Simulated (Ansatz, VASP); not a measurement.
**Se in VASP and in Ansatz**

The input INCAR:

```
  PREC = Accurate
  ENCUT = 520
  EDIFF = 1E-7
  ISMEAR = -1
  SIGMA = 0.1
  LREAL = False
  LASPH = True
  NELM = 100
  ALGO = Normal
  ISIF = 2
  LWAVE = False
  LCHARG = False
  GGA = PS
  NBANDS = 20
```

File KPOINTS:

```
Automatic mesh
0
Gamma
  11 11 5
```

POSCAR

```
Se
1.0
    3.5955249406      0.0000000000      0.0000000000
   -1.7977624704      3.1138159385      0.0000000000
    0.0000000000      0.0000000000      7.0513705313
Se
4
Direct
    1.0000000000      0.0000000000      0.0000000000
    1.0000000000      0.0000000000      0.5000000000
    0.3333333333      0.6666666667      0.2500000000
    0.6666666667      0.3333333333      0.7500000000
```

Input for Ansatz:

```yaml
crystal:
  lattice:
    - [3.5955249406, 0.0, 0.0]
    - [-1.7977624704, 3.1138159385, 0.0]
    - [0.0, 0.0, 7.0513705313]
  atoms:
    - { symbol: Se, position: [1.0, 0.0, 0.0] }
    - { symbol: Se, position: [1.0, 0.0, 0.5] }
    - { symbol: Se, position: [0.3333333333, 0.6666666667, 0.25] }
    - { symbol: Se, position: [0.6666666667, 0.3333333333, 0.75] }
hamiltonian:
  xc: pbesol
  pseudopotentials:
    kind: paw
    azcp:
      Se: "pseudopotentials/Se.paw.azcp"
basis:
  ecutwfc: 420
  fft_grid_basis: typed
kpoints:
  mp_grid: { grid: [11, 11, 5], shift: [0, 0, 0] }
magnetization:
  spin_polarized: false
scf:
  occupations: { method: fermi_dirac, width: 0.1 }
  lower_state_search: "off"
output:
  stress: true
```

Alike in both runs: task single point; functional PBEsol; k mesh 11 × 11 × 5; occupations fermi-dirac, width 0.1 eV; no spin polarisation.

|  | VASP | Ansatz |
| --- | --- | --- |
| version | VASP 6.6.1 | Ansatz 0.2.0 |
| potentials or method | VASP PAW PBE potentials, release 64 (Se), cutoff 520 eV | plane waves (420 eV) with PAW, scalar-relativistic |
| valence electrons in the cell | 24 | 64 |

```tsv
	VASP	Ansatz	Ansatz less VASP
pressure (GPa)	8.1	8.0	-0.17
traceless stress, the component that is largest in VASP (GPa)	2.56	2.51	-0.050
```

VASP's potentials were made for PBE, not for PBEsol, and Ansatz warns of the same on its side. VASP's potentials hold 24 valence electrons a cell and Ansatz's 64, so a difference there can come from the potentials and not from the codes.
